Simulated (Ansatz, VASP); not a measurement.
**PbSe in VASP and in Ansatz**

File INCAR:

```
SYSTEM = PbSe
ALGO     = Normal         ! electronic algorithm
EDIFF    = 1E-6           ! SCF threshold, eV
ENCUT    = 520            ! plane-wave cutoff, eV
GGA      = PE             ! functional
ISIF     = 2              ! what is computed and relaxed
ISMEAR   = 0              ! smearing method
IVDW     = 12             ! dispersion correction
LASPH    = .TRUE.         ! aspherical terms in the spheres
LCHARG   = .FALSE.        ! write CHGCAR
LREAL    = .FALSE.        ! projectors in reciprocal space
LWAVE    = .FALSE.        ! write WAVECAR
NBANDS   = 17             ! bands
NELM     = 60             ! most SCF steps
PREC     = Accurate       ! precision mode
SIGMA    = 0.03           ! smearing width, eV
```

The input KPOINTS:

```
k-points
0
G
  10 10 10
  0 0 0
```

Contents of POSCAR:

```
PbSe
1.0
    0.0000000000      3.0026316287      2.8161682046
    3.0026316287      0.0000000000      2.8161682046
    3.0026316287      3.0026316287      0.0000000000
Pb Se
1 1
Direct
    0.0000000000      0.0000000000      0.0000000000
    0.5000000000      0.5000000000      0.5000000000
```

Input for Ansatz:

```yaml
crystal:
  lattice:
    - [0.0, 3.0026316287, 2.8161682046]
    - [3.0026316287, 0.0, 2.8161682046]
    - [3.0026316287, 3.0026316287, 0.0]
  atoms:
    - { symbol: Pb, position: [0.0, 0.0, 0.0] }
    - { symbol: Se, position: [0.5, 0.5, 0.5] }
basis:
  ecutwfc: 420
kpoints:
  mp_grid: { grid: [10, 10, 10] }
hamiltonian:
  xc: pbe
  dispersion: d3bj
scf:
  occupations: { method: gaussian, width: 0.03 }
output:
  forces: true
  stress: true
  eigenvalues: true
```

Alike in both runs: task single point; functional PBE; dispersion D3(BJ); k mesh 10 × 10 × 10; occupations gaussian, width 0.03 eV; no spin polarisation.

|  | VASP | Ansatz |
| --- | --- | --- |
| version | VASP 6.6.1 | Ansatz 0.2.0 |
| potentials or method | VASP PAW PBE potentials, release 64 (Pb_d, Se), cutoff 520 eV | scalar-relativistic, plane waves, PAW |
| valence electrons in the cell | 20 | 30 |

```tsv
	VASP	Ansatz	Ansatz less VASP
gap on the k mesh at the Fermi level (eV)	0.35	0.36	+0.005
least direct gap on the mesh (eV)	0.35	0.36	+0.005
pressure (GPa)	9.5	9.5	0.00
traceless stress, the component that is largest in VASP (GPa)	10.05	10.04	-0.017
```

VASP's potentials hold 20 valence electrons a cell and Ansatz's 30, so a difference there can come from the potentials and not from the codes.

Neither program's run includes spin-orbit coupling.
